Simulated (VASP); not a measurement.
Crystal: Zr.

```
CELL_PARAMETERS angstrom
3.18251 0.00000 0.00000
-1.59125 2.75613 0.00000
0.00000 0.00000 5.12295
ATOMIC_POSITIONS crystal
Zr 0.33333 0.66667 0.25000
Zr 0.66667 0.33333 0.75000
```

Base run:

- Program: VASP 6.6.1
- Functional: PBEsol
- Potentials or basis: VASP PAW PBE potentials, release 64 (Zr_sv)
- Cutoff: 520 eV
- k mesh: 9 × 9 × 5
- Occupations: fermi-dirac, width 0.05 eV
- Spin: no spin polarisation

Its results: band gap on the k mesh zero (band 12 reaches 10.14 eV, above the bottom of band 13 at 9.02 eV); pressure 0.1 GPa.

Q: The run is repeated on the same cell with these changes: functional from PBEsol to PBE. What comes out?

A: Band gap on the k mesh zero (band 12 reaches 10.28 eV, above the bottom of band 13 at 9.14 eV); pressure 4.0 GPa.

PBE binds less tightly than PBEsol, so the same cell stands under more pressure.

Caveats: the PAW data sets were made with another functional, which shifts forces and pressure a little (some runs).
